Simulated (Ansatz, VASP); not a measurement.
TiO2: VASP beside Ansatz

```
Ti O
1.0
     4.64330    0.00000    0.00000
     0.00000    4.64330    0.00000
     0.00000    0.00000    2.96408
Ti O
2 4
Direct
  0.00000 0.00000 0.00000
  0.50000 0.50000 0.50000
  0.30513 0.30513 0.00000
  0.19487 0.80513 0.50000
  0.80513 0.19487 0.50000
  0.69487 0.69487 0.00000
```

Alike in both runs: task single point; functional PBE; k mesh 4 × 4 × 8; no spin polarisation.

|  | VASP | Ansatz |
| --- | --- | --- |
| version | VASP 6.6.1 | Ansatz 0.2.0 |
| potentials or method | VASP PAW PBE potentials, release 64 (Ti_sv, O) | plane waves, PAW |
| plane-wave cutoff (eV) | 520 | 420 |
| occupations | gaussian, width 0.01 eV | fixed |
| valence electrons in the cell | 48 | 48 |

```csv
,VASP,Ansatz,Ansatz less VASP
gap on the k mesh at the Fermi level (eV),1.84,1.86,+0.023
pressure (GPa),0.6,0.0,-0.62
"traceless stress, the component that is largest in VASP (GPa)",0.21,-0.02,-0.233
rms of the force components (eV/Å),0.014,0.000,-0.0134
```

Atom by atom the forces differ by 0.014 eV/Å (rms over components).
